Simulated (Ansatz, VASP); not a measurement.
One calculation of W, two programs

File INCAR:

```
PREC     = Accurate       # precision mode
ENCUT    = 520            # plane-wave cutoff, eV
EDIFF    = 1E-6           # SCF threshold, eV
ISMEAR   = 0              # smearing method
SIGMA    = 0.1            # smearing width, eV
LREAL    = F              # projectors in reciprocal space
LASPH    = T              # aspherical terms in the spheres
NELM     = 60             # most SCF steps
ALGO     = Fast           # electronic algorithm
ISIF     = 2              # what is computed and relaxed
LWAVE    = F              # write WAVECAR
LCHARG   = F              # write CHGCAR
LDIPOL   = T            
IDIPOL   = 3            
DIPOL    = 0.5 0.5 0.500
GGA      = PS             # functional
NBANDS   = 43             # bands
```

Contents of KPOINTS:

```
regular mesh
0
Gamma
  13 13 1
```

POSCAR

```
W
1.0
    2.7317561333      0.0000000000      0.0000000000
   -0.9105853778      2.5755243819      0.0000000000
    0.0000000000      0.0000000000     23.9218781711
W
5
Direct
    0.5000000000      0.5000000000      0.3135205332
    0.0000000000      0.0000000000      0.4067602666
    0.5000000000      0.5000000000      0.5000000000
    0.0000000000      0.0000000000      0.5932397334
    0.5000000000      0.5000000000      0.6864794668
```

Input for Ansatz:

```yaml
crystal:
  lattice:
    - [2.7317561333, 0.0, 0.0]
    - [-0.9105853778, 2.5755243819, 0.0]
    - [0.0, 0.0, 23.9218781711]
  atoms:
    - { symbol: W, position: [0.5, 0.5, 0.3135205332] }
    - { symbol: W, position: [0.0, 0.0, 0.4067602666] }
    - { symbol: W, position: [0.5, 0.5, 0.5] }
    - { symbol: W, position: [0.0, 0.0, 0.5932397334] }
    - { symbol: W, position: [0.5, 0.5, 0.6864794668] }
basis:
  ecutwfc: 420
kpoints:
  mp_grid: { grid: [13, 13, 1] }
hamiltonian:
  xc: pbesol
scf:
  occupations: { method: gaussian, width: 0.1 }
output:
  forces: true
  stress: true
  eigenvalues: true
  write_density: true
  write_potential: true
  elf: true
  volumetric_format: npy
efield:
  axis: 3
  dipole_correction: true
  ramp_width: 0.04
```

Alike in both runs: task single point; functional PBEsol; k mesh 13 × 13 × 1; occupations gaussian, width 0.1 eV; no spin polarisation.

```csv
,VASP,Ansatz
version,VASP 6.6.1,Ansatz 0.2.0
potentials or method,"VASP PAW PBE potentials, release 64 (W_sv), cutoff 520 eV","scalar-relativistic, plane waves, PAW"
valence electrons in the cell,70,70
```

|  | VASP | Ansatz | Ansatz less VASP |
| --- | --- | --- | --- |
| gap on the k mesh at the Fermi level (eV) | none | none | - |
| rms of the force components (eV/Å) | 0.330 | 0.336 | +0.0054 |

VASP's potentials were made for PBE, not for PBEsol. Atom by atom the forces differ by 0.011 eV/Å (rms over components). A gap of «none» marks a metal or a gap that the smearing closes. Ansatz's warnings: xc potential rough in thin density.

Spin-orbit coupling is off throughout.
